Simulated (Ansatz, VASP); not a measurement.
## TiAg2 in VASP and in Ansatz

```
Ag Ti
1.0
     3.19983    0.00000    0.00000
    -1.59991    2.77114    0.00000
     0.00000    0.00000    5.72424
Ag Ti
2 1
Direct
  0.33330 0.66670 0.25000
  0.66670 0.33330 0.75000
  0.00000 0.00000 0.00000
```

Alike in both runs: task single point; functional r2SCAN; k mesh 6 × 6 × 3; no spin polarisation.

|  | VASP | Ansatz |
| --- | --- | --- |
| version | VASP 6.6.1 | Ansatz 0.2.0 |
| potentials or method | VASP PAW PBE potentials, release 64 (Ag, Ti_sv), cutoff 520 eV | PAW plane waves |
| occupations | fermi-dirac, width 0.1 eV | fermi-dirac |
| valence electrons in the cell | 34 | 50 |

|  | VASP | Ansatz | Ansatz less VASP |
| --- | --- | --- | --- |
| gap on the k mesh at the Fermi level (eV) | none | none | - |
| rms of the force components (eV/Å) | 2.898 | 2.851 | -0.0476 |

VASP's potentials were made for PBE, not for r2SCAN. Atom by atom the forces differ by 0.048 eV/Å (rms over components). A gap of «none» marks a metal or a gap that the smearing closes. VASP's potentials hold 34 valence electrons a cell and Ansatz's 50, so a difference there can come from the potentials and not from the codes. Ansatz's warnings: structure snapped to symmetry.

The k mesh is coarse, so the values compare programs but aren't converged.
